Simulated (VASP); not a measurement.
Set up this calculation in VASP 6.6.1, as the native input.

| Property | Result |
| --- | --- |
| Task | relaxation of cell and atoms |
| Functional | LDA |
| Potentials or basis | VASP PAW LDA potentials, release 64 (Al, Cu) |
| Cutoff | 600 eV |
| k mesh | 10 × 10 × 14 |
| Occupations | gaussian, width 0.1 eV |
| Spin | no spin polarisation |
| Dipole correction | no |
| Further INCAR settings | ALGO = Fast; EDIFF = 1e-07; IBRION = 2; EDIFFG = -0.005; NSW = 100; ISIF = 3 |

The structure of Al2Cu lies in POSCAR:

```
Al2Cu
1.0
    4.1051820000      0.0000000000      0.0000000000
    0.0000000000      4.1051820000      0.0000000000
    0.0000000000      0.0000000000      2.8913130000
Al Cu
2 1
Direct
    0.5000000000      0.0000000000      0.5000000000
    0.0000000000      0.5000000000      0.5000000000
    0.0000000000      0.0000000000      0.0000000000
```

One way to write it, as run:

INCAR

```
PREC = Accurate
ENCUT = 600
EDIFF = 1E-7
ISMEAR = 0
SIGMA = 0.1
LREAL = False
LASPH = True
NELM = 80
ALGO = Fast
ISIF = 3
LWAVE = False
LCHARG = False
IBRION = 2
NSW = 100
EDIFFG = -0.005
```

KPOINTS

```
Automatic mesh
0
Gamma
  10 10 14
```

Potentials or basis: VASP PAW LDA potentials, release 64 (Al, Cu).

Run with:

```console
$ cat potpaw_LDA.64/Al/POTCAR potpaw_LDA.64/Cu/POTCAR > POTCAR
$ mpirun -np 1 vasp_std > vasp.out
```

It gave:

```
Relaxed volume                         : 15.42 Å³/atom
Relaxed cell                           : a = 4.046 Å, b = 4.046 Å, c = 2.825 Å, α = 90.00°, β = 90.00°, γ = 90.00°
Space group after relaxing (to 0.05 Å) : P4/mmm (No. 123)
Energy gained by relaxing              : 13.4 meV/atom
Ionic steps                            : 8
Pressure after relaxing                : 0.0 GPa
```

Run time: 11 min on 1 thread of Intel(R) Xeon(R) Platinum 8375C CPU @ 2.90GHz (Ice Lake), with other jobs on the host, peak memory 0.27 GiB.
